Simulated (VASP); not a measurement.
A run of VASP 6.6.1:

File INCAR:

```
PREC = Accurate ; ENCUT = 600
EDIFF = 1E-7 ; ISMEAR = 1
SIGMA = 0.1 ; LREAL = F
LASPH = T ; NELM = 60
ALGO = Normal ; ISIF = 3
LWAVE = F ; LCHARG = F
GGA = PS ; IBRION = 2
NSW = 80 ; EDIFFG = -0.02
PSTRESS = 200.0
```

Contents of KPOINTS:

```
Automatic mesh
0
Gamma
  14 14 14
```

Contents of POSCAR:

```
Cd
1.0
    2.8700000000      0.0000000000      0.0000000000
    0.0000000000      2.8700000000      0.0000000000
    0.0000000000      0.0000000000      2.8700000000
Cd
1
Direct
    0.0000000000      0.0000000000      0.0000000000
```

Potentials or basis: VASP PAW PBE potentials, release 64 (Cd).

Command:

```console
$ cat potpaw_PBE.64/Cd/POTCAR > POTCAR
$ mpirun -np 1 vasp_std > vasp.out
```

Hardware: 1 thread of Intel(R) Xeon(R) Platinum 8488C (Sapphire Rapids), with other jobs on the host.

Task: Estimate the wall time of this run.

Result: It took 100 s on 1 thread of Intel(R) Xeon(R) Platinum 8488C (Sapphire Rapids), on a shared host, peak memory 0.17 GiB. Counts: scf iterations 54, k points 120, ion steps 7.
